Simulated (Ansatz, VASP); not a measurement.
## One calculation of CaB2, two programs

```
Ca B
1.0
     3.22643    0.00000    0.00000
    -1.61322    2.79417    0.00000
     0.00000    0.00000    4.06739
Ca B
1 2
Direct
  0.00000 0.00000 0.00000
  0.33333 0.66667 0.50000
  0.66667 0.33333 0.50000
```

Alike in both runs: task single point; functional PBE; k mesh 6 × 6 × 4; occupations gaussian, width 0.1 eV; collinear spin.

|  | VASP | Ansatz |
| --- | --- | --- |
| version | VASP 6.6.1 | Ansatz 0.2.0 |
| potentials or method | VASP PAW PBE potentials, release 64 (Ca_sv, B), cutoff 500 eV | scalar-relativistic, plane waves, PAW |
| valence electrons in the cell | 16 | 16 |

|  | VASP | Ansatz | Ansatz less VASP |
| --- | --- | --- | --- |
| gap on the k mesh at the Fermi level (eV) | none | none | - |
| pressure (GPa) | 0.1 | -0.3 | -0.31 |
| traceless stress, the component that is largest in VASP (GPa) | 0.00 | -0.15 | -0.147 |
| net moment per atom (μB) | 0.00 | 0.00 | 0.000 |

A gap of «none» marks a metal or a gap that the smearing closes. Ansatz's warnings: seeded moment not kept.

The k mesh is coarse, so the values compare programs but aren't converged.
